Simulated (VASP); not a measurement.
**Ir: single point with LDA**

Ir:

```
Ir
1.0
     2.62307    0.00000    0.00000
    -1.31154    2.27165    0.00000
     0.00000    0.00000    8.56966
Ir
4
Direct
  0.00000 0.00000 0.00000
  0.00000 0.00000 0.50000
  0.33333 0.66667 0.25000
  0.66667 0.33333 0.75000
```

This isn't the form of Ir at room conditions, which is fcc.

```yaml
Program: VASP 6.6.1
Task: single point
Functional: LDA
Potentials_or_basis: VASP PAW LDA potentials, release 64 (Ir_sv_GW)
Cutoff: 560 eV
k_mesh: 15 × 15 × 4
Occupations: fermi-dirac, width 0.1 eV
Spin: no spin polarisation
```

- Pressure: 40.9 GPa
- Band gap on the k mesh: zero (bands 34 and 35 overlap by 3.03 eV)

Stress tensor (GPa, compression positive):
```
40.74  0.00  0.00
 0.00 40.74  0.00
 0.00  0.00 41.16
```

Levels at points of the mesh, in eV from the Fermi level:
```csv
k point,band 30,band 31,band 32,band 33,band 34,band 35,band 36,band 37,band 38,band 39
"(0.00, 0.00, 0.00)",-3.91,-3.91,-2.11,-2.11,-1.23,-1.23,-0.95,-0.38,-0.38,0.85
"(0.00, 0.00, 0.50)",-4.24,-3.04,-3.04,-1.63,-1.63,-1.63,-1.63,0.26,0.26,0.26
```

It took 95 s on 1 thread of Intel(R) Xeon(R) 6975P-C (Granite Rapids), with other jobs on the host, peak memory 0.25 GiB.

Caveat: the cell stands under pressure; spin-orbit coupling is left out, which moves the levels of the heavy elements.
